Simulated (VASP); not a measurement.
# Os (Fm-3m) in VASP: a series of runs, part 2 of 2

VASP 6.6.1. The steps go on from the part before.

### Step 3. Relaxation of cell and atoms, LDA

This run uses another cell than the first one, of 13.99 Å³/atom, 0.908 times its volume.

Input file INCAR:

```
PREC = Accurate
ENCUT = 600
EDIFF = 1E-6
ISMEAR = -1
SIGMA = 0.1
LREAL = F
LASPH = T
NELM = 60
ALGO = Normal
ISIF = 3
LWAVE = F
LCHARG = F
GGA = CA
IBRION = 2
NSW = 80
EDIFFG = -0.01
```

Input file KPOINTS:

```
regular mesh
0
Gamma
  14 14 14
```

Input file POSCAR:

```
Os
1.0
    0.0000000000      1.9125401025      1.9125401025
    1.9125401025      0.0000000000      1.9125401025
    1.9125401025      1.9125401025      0.0000000000
Os
1
Direct
    0.0000000000      0.0000000000      0.0000000000
```

Potentials or basis: VASP PAW LDA potentials, release 64 (Os).

The run is started by

```bash
cat potpaw_LDA.64/Os/POTCAR > POTCAR
mpirun -np 1 vasp_std > vasp.out
```

Wall time 42 s (1 thread of AMD EPYC 7R43 (Zen 3), shared host); peak memory 0.12 GiB.

The run converged. Its results:

```yaml
Free_energy: -12.5208 eV
Relaxed_volume: 13.80 Å³/atom
Relaxed_cell: a = 2.692 Å, b = 2.692 Å, c = 2.692 Å, α = 60.00°, β = 60.00°, γ = 60.00°
Space_group_after_relaxing_to_0.05_Å: Fm-3m (No. 225)
Energy_gained_by_relaxing: 3.6 meV/atom
Ionic_steps: 4
Pressure_after_relaxing: 0.0 GPa
Band_gap_on_the_k_mesh: zero (band 4 reaches 11.99 eV, above the bottom of band 5 at 8.10 eV)
```

Step by step:
| step | energy change (eV) | largest force (eV/Å) | pressure (GPa) | volume (Å³) |
| --- | --- | --- | --- | --- |
| 1 | 0.0000 | 0.0000 | -5.96 | 13.99 |
| 2 | 0.0759 | 0.0000 | 32.39 | 12.96 |
| 3 | -0.0036 | 0.0000 | -0.19 | 13.81 |
| 4 | -0.0036 | 0.0000 | -0.04 | 13.80 |

Final structure:
```
Os
1.0
     0.00000    1.90379    1.90379
     1.90379    0.00000    1.90379
     1.90379    1.90379    0.00000
Os
1
Cartesian
  0.0000 0.0000 0.0000
```

Levels at points of the mesh, in eV from the Fermi level:
```tsv
k point	band 1	band 2	band 3	band 4	band 5	band 6	band 7	band 8
(0.00, 0.00, 0.00)	-10.83	-3.04	-3.04	-3.04	0.08	0.08	14.37	20.21
(0.50, 0.00, 0.00)	-7.76	-3.20	-3.20	-0.06	2.56	2.56	9.26	13.90
(0.50, 0.50, 0.00)	-7.68	-6.97	2.52	2.55	3.26	3.26	12.48	12.48
```

Caveat: spin-orbit coupling is left out, which moves the levels of the heavy elements.

### Step 4. Single point, LDA

This run uses another cell than the first one, of 13.76 Å³/atom, 0.893 times its volume.

Input file INCAR:

```
SYSTEM = Os
PREC = Accurate
ENCUT = 520
EDIFF = 1E-7
ISMEAR = -1
SIGMA = 0.1
LREAL = .False.
LASPH = .True.
NELM = 60
ALGO = Normal
ISIF = 2
LWAVE = .False.
LCHARG = .False.
NBANDS = 10
```

Input file KPOINTS:

```
Automatic mesh
0
Gamma
  23 23 23
  0 0 0
```

Input file POSCAR:

```
Os
1.0
    0.0000000000      1.9019172812      1.9019172812
    1.9019172812      0.0000000000      1.9019172812
    1.9019172812      1.9019172812      0.0000000000
Os
1
Direct
    0.0000000000      0.0000000000      0.0000000000
```

Potentials or basis: VASP PAW LDA potentials, release 64 (Os).

The run is started by

```bash
cat potpaw_LDA.64/Os/POTCAR > POTCAR
mpirun -np 1 vasp_std > vasp.out
```

OUTCAR:

```text
SYSTEM = Os
   PREC = Accurate
   ENCUT = 520
   EDIFF = 1E-7
   ISMEAR = -1
   LREAL = .False.
   LASPH = .True.
   NELM = 60
   ISIF = 2

 ion  position               nearest neighbor table
   1  0.000  0.000  0.000-

  LATTYP: Found a face centered cubic cell.
 ALAT       =     3.8038345624

  Lattice vectors:

 A1 = (   0.0000000000,   1.9019172812,   1.9019172812)
 A2 = (   1.9019172812,   0.0000000000,   1.9019172812)
 A3 = (   1.9019172812,   1.9019172812,   0.0000000000)

[... 489 lines left out ...]

 [... further k-points ...]

------------------------ aborting loop because EDIFF is reached ----------------------------------------

  FORCE on cell =-STRESS in cart. coord.  units (eV):
  Direction    XX          YY          ZZ          XY          YZ          ZX
  --------------------------------------------------------------------------------------
  -------------------------------------------------------------------------------------
  Total        0.0657715      0.0657715      0.0657715     -0.0000000      0.0000000      0.0000000
  in kB        7.6584904      7.6584904      7.6584904     -0.0000000      0.0000000      0.0000000
  external PRESSURE =       7.6584904 kB  Pullay stress =       0.0000000 kB

 VOLUME and BASIS-vectors are now :
 -----------------------------------------------------------------------------
  energy-cutoff  :      520.00
  volume of cell :       13.76
      direct lattice vectors                 reciprocal lattice vectors
     0.000000000  1.901917281  1.901917281    -0.262892611  0.262892611  0.262892611
     1.901917281  0.000000000  1.901917281     0.262892611 -0.262892611  0.262892611
     1.901917281  1.901917281  0.000000000     0.262892611  0.262892611 -0.262892611

 POSITION                                       TOTAL-FORCE (eV/Angst)
 -----------------------------------------------------------------------------------
      0.00000      0.00000      0.00000         0.000000      0.000000      0.000000
 -----------------------------------------------------------------------------------
    total drift:                               -0.000000     -0.000000     -0.000000

  FREE ENERGIE OF THE ION-ELECTRON SYSTEM (eV)
  ---------------------------------------------------
  free  energy   TOTEN  =       -12.5233211101 eV

  energy  without entropy=      -12.4973399054  energy(sigma->0) =      -12.51033051
```

OSZICAR:

```text
N       E                     dE             d eps       ncg     rms          rms(c)
DAV:   1     0.340369399597E+02    0.34037E+02   -0.42580E+03  7488   0.745E+02
DAV:   2    -0.122941877096E+02   -0.46331E+02   -0.43283E+02  7544   0.199E+02
DAV:   3    -0.132976006996E+02   -0.10034E+01   -0.99736E+00  8678   0.272E+01
DAV:   4    -0.132998695234E+02   -0.22688E-02   -0.22685E-02  7840   0.143E+00
DAV:   5    -0.132998763984E+02   -0.68749E-05   -0.68752E-05  8056   0.732E-02    0.241E+01
DAV:   6    -0.126939659626E+02    0.60591E+00   -0.67272E-01  8472   0.658E+00    0.107E+01
DAV:   7    -0.125287198115E+02    0.16525E+00   -0.42428E-01  8760   0.493E+00    0.761E-01
DAV:   8    -0.125251458146E+02    0.35740E-02   -0.19788E-03  7552   0.354E-01    0.442E-01
DAV:   9    -0.125233248704E+02    0.18209E-02   -0.97836E-04  8142   0.321E-01    0.260E-02
DAV:  10    -0.125233221931E+02    0.26773E-05   -0.10057E-05  7748   0.239E-02    0.126E-02
DAV:  11    -0.125233211064E+02    0.10867E-05   -0.73203E-07  8002   0.128E-02    0.270E-03
DAV:  12    -0.125233211101E+02   -0.36418E-08   -0.41777E-09  4118   0.717E-04
   1 F= -.12523321E+02 E0= -.12510331E+02  d E =-.259812E-01
```

Wall time 49 s (1 thread of AMD EPYC 7R43 (Zen 3), shared host); peak memory 0.13 GiB.

Results:

```yaml
Free_energy: -12.5233 eV
Pressure: 0.8 GPa
Band_gap_on_the_k_mesh: zero (band 4 reaches 12.01 eV, above the bottom of band 5 at 7.98 eV)
```

Caveat: spin-orbit coupling is left out, which moves the levels of the heavy elements.

### Step 5. Single point, LDA, non-collinear spin, zero start, spin-orbit coupling

This run uses another cell than the first one, of 13.76 Å³/atom, 0.893 times its volume.

Input file INCAR:

```
  PREC = Accurate
  ENCUT = 520
  EDIFF = 1E-6
  ISMEAR = -1
  SIGMA = 0.1
  LREAL = F
  LASPH = T
  NELM = 150
  ALGO = Normal
  ISIF = 2
  LWAVE = F
  LCHARG = F
  MAGMOM = 0 0 0
  LORBIT = 11
  LSORBIT = T
  GGA_COMPAT = F
  LORBMOM = T
  LMAXMIX = 4
  NBANDS = 19
```

Input file KPOINTS:

```
Automatic mesh
0
Gamma
  14 14 14
```

POSCAR is that of step 4.

The run is started by

```bash
cat potpaw_LDA.64/Os/POTCAR > POTCAR
mpirun -np 1 vasp_ncl > vasp.out
```

Wall time 56 s (1 thread of AMD EPYC 7R43 (Zen 3), shared host); peak memory 0.13 GiB.

The run converged. Its results:

```
Free energy                                           : -12.8568 eV
Pressure                                              : 1.3 GPa
Net moment                                            : 0.00 μB per cell
Valence electrons inside the program's atomic spheres : Os 7.71
```

Moments on the atoms (μB; x, y, z):
```
Os  0.00 0.00 0.00
```

### Step 6. Overview

| task | spin | cell | k mesh | cutoff (eV) | gap on the mesh (eV) | pressure (GPa) |
| --- | --- | --- | --- | --- | --- | --- |
| single point | off | a = 2.793 Å, angles 60.0°, 1 atom | 16 × 16 × 16 | 520 | none | -37.9 |
| relaxation of cell and atoms | off | relaxed from a = 2.705 Å, angles 60.0°, 1 atom | 14 × 14 × 14 | 600 | none | 0.0 |
| single point | off | a = 2.690 Å, angles 60.0°, 1 atom | 23 × 23 × 23 | 520 | none | 0.8 |
| single point | non-collinear, zero start, SOC | a = 2.690 Å, angles 60.0°, 1 atom | 14 × 14 × 14 | 520 | - | 1.3 |

Alike in all rows: level LDA; potentials or basis VASP PAW LDA potentials, release 64 (Os); smearing fermi-dirac 0.1 eV.

Caveats: spin-orbit coupling is left out, which moves the levels of the heavy elements (some runs).

Total energies depend on the potentials used, so only differences within one code and one set of settings carry meaning.
